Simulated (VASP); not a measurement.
Here is a VASP 6.6.1 calculation.

The input INCAR:

```
ALGO = Fast
EDIFF = 1E-6
ENCUT = 520
GGA = PE
ISIF = 2
ISMEAR = 0
LASPH = T
LCHARG = F
LREAL = F
LWAVE = F
NBANDS = 19
NELM = 80
PREC = Accurate
SIGMA = 0.15
```

File KPOINTS:

```
k-points
0
Gamma
  24 24 14
```

The input POSCAR:

```
Ti
1.0
    2.9384580613      0.0000000000      0.0000000000
   -1.4692290307      2.3920925693      0.0000000000
    0.0000000000      0.0000000000      4.6506340139
Ti
2
Direct
    0.3333333333      0.6666666667      0.2500000000
    0.6666666667      0.3333333333      0.7500000000
```

Potentials or basis: VASP PAW PBE potentials, release 64 (Ti_sv).

Command:

```bash
$ cat potpaw_PBE.64/Ti_sv/POTCAR > POTCAR
$ mpirun -np 1 vasp_std > vasp.out
```

(1) Predict the band gap on the k mesh.

(2) Estimate the largest force.

(3) Predict the pressure.

Results:

(1) zero (bands 12 and 13 overlap by 1.01 eV).

(2) 0.167 eV/Å.

(3) 7.4 GPa.

Caveat: the cell differs from its parent crystal (strain -0.0600 x Voigt [0, 1, 0, 0, 0, 0]); the stress differs along the axes, from 4 to 13 GPa.
